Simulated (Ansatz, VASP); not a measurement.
**SnTe in VASP and in Ansatz**

```
Sn Te
1.0
     0.00000    3.18581    3.18581
     3.18581    0.00000    3.18581
     3.18581    3.18581    0.00000
Sn Te
1 1
Cartesian
  0.0000 0.0000 0.0000
  3.1858 3.1858 3.1858
```

Alike in both runs: task relaxation of cell and atoms; functional PBE; k mesh 16 × 16 × 16; occupations gaussian, width 0.1 eV; no spin polarisation.

|  | VASP | Ansatz |
| --- | --- | --- |
| version | VASP 6.6.1 | Ansatz 0.2.0 |
| potentials or method | VASP PAW PBE potentials, release 64 (Sn_d, Te), cutoff 600 eV | scalar-relativistic, plane waves, PAW |
| valence electrons in the cell | 20 | 30 |

|  | VASP | Ansatz | Ansatz less VASP |
| --- | --- | --- | --- |
| gap on the k mesh at the Fermi level, each at its own relaxed structure (eV) | 0.05 | 0.05 | +0.001 |
| relaxed volume (Å³/atom) | 32.92 | 32.92 | +0.003 |
| relaxed cell length with the largest relative difference (Å) | 4.532 | 4.532 | +0.0001 |

VASP's potentials hold 20 valence electrons a cell and Ansatz's 30, so a difference there can come from the potentials and not from the codes.

Neither program's run includes spin-orbit coupling.
